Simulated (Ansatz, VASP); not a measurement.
NaCl in VASP and in Ansatz

File POSCAR:

```
NaCl
1.0
   -0.0385909107      3.0872728532      3.0872728532
    3.0872728532     -0.0385909107      3.0872728532
    3.0486819425      3.0486819425      0.0000000000
Na Cl
1 1
Direct
   -0.0028436886     -0.0028436886      0.0028436886
    0.2528436886      0.2528436886      0.2471563114
```

File INCAR.step1:

```
SYSTEM = NaCl
PREC = Accurate
ENCUT = 550
ISMEAR = 0
SIGMA = 0.01
LREAL = .FALSE.
LASPH = .TRUE.
NELM = 120
NBANDS = 14
GGA = PE
ALGO = Normal
EDIFF = 1E-5
LWAVE = .TRUE.
LCHARG = .FALSE.
GGA_COMPAT = .FALSE.
```

Contents of INCAR.step2:

```
SYSTEM = NaCl
PREC = Accurate
ENCUT = 550
EDIFF = 1E-6
ISMEAR = 0
SIGMA = 0.01
LREAL = .FALSE.
LASPH = .TRUE.
NELM = 120
ALGO = Normal
ISIF = 2
LWAVE = .FALSE.
LCHARG = .FALSE.
METAGGA = R2SCAN
LMIXTAU = .TRUE.
NBANDS = 14
ISTART = 1
GGA_COMPAT = .FALSE.
```

KPOINTS

```
regular mesh
0
G
  8 8 8
  0 0 0
```

Input for Ansatz:

```yaml
crystal:
  lattice:
    - [-0.0385909107, 3.0872728532, 3.0872728532]
    - [3.0872728532, -0.0385909107, 3.0872728532]
    - [3.0486819425, 3.0486819425, 0.0]
  atoms:
    - { symbol: Na, position: [-0.0028436886, -0.0028436886, 0.0028436886] }
    - { symbol: Cl, position: [0.2528436886, 0.2528436886, 0.2471563114] }
kpoints:
  mp_grid: { grid: [8, 8, 8] }
  band_path:
    path:
      - [0.0, 0.0, 0.0]
      - [-0.5, -0.5, 0.0]
      - [-0.375, -0.375, 0.25]
      - [-0.375, 0.0, 0.375]
      - [0.0, 0.0, 0.5]
      - [-0.5, -0.25, 0.25]
    npoints: 1
hamiltonian:
  xc: r2scan
scf:
  occupations: { method: fixed }
  n_extra_bands: 4
output:
  forces: true
  stress: true
  eigenvalues: true
```

Change from the starting cell: shear_xy strain -2.5%.

Alike in both runs: task single point; functional r2SCAN; k mesh 8 × 8 × 8; no spin polarisation.

```csv
,VASP,Ansatz
version,VASP 6.6.1,Ansatz 0.2.0
potentials or method,"VASP PAW PBE potentials, release 64 (Na_pv, Cl)","plane waves, PAW"
plane-wave cutoff (eV),550,500
occupations,"gaussian, width 0.01 eV",fixed
valence electrons in the cell,14,16
```

```tsv
	VASP	Ansatz	Ansatz less VASP
gap on the k mesh at the Fermi level (eV)	5.53	5.52	-0.015
pressure (GPa)	-0.1	0.0	+0.09
traceless stress, the component that is largest in VASP (GPa)	0.13	0.14	+0.014
```

VASP's potentials were made for PBE, not for r2SCAN. VASP's potentials hold 14 valence electrons a cell and Ansatz's 16, so a difference there can come from the potentials and not from the codes.
